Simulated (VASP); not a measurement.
A run of VASP 6.6.1:

INCAR

```
SYSTEM = Ag
ALGO = Fast
EDIFF = 1E-7
ENCUT = 520
GGA = PS
ISIF = 2
ISMEAR = 0
LASPH = .True.
LCHARG = .False.
LREAL = .False.
LWAVE = .False.
NBANDS = 12
NELM = 100
PREC = Accurate
SIGMA = 0.15
```

Contents of KPOINTS:

```
k-points
0
Gamma
  26 26 26
  0 0 0
```

File POSCAR:

```
Ag
1.0
   -1.5722433941      1.5722433941      1.5319294609
    1.5722433941     -1.5722433941      1.5319294609
    1.5722433941      1.5722433941     -1.5319294609
Ag
1
Direct
    0.0000000000      0.0000000000      0.0000000000
```

Potentials or basis: VASP PAW PBE potentials, release 64 (Ag).

Command:

```console
$ cat potpaw_PBE.64/Ag/POTCAR > POTCAR
$ mpirun -np 1 vasp_std > vasp.out
```

Hardware: 1 thread of Intel(R) Xeon(R) 6975P-C (Granite Rapids) (shared host).

Task: How long does it take, and how much memory?

Result: It took 83 s on 1 thread of Intel(R) Xeon(R) 6975P-C (Granite Rapids) (shared host), peak memory 0.32 GiB. Counts: scf iterations 14, k points 1330.
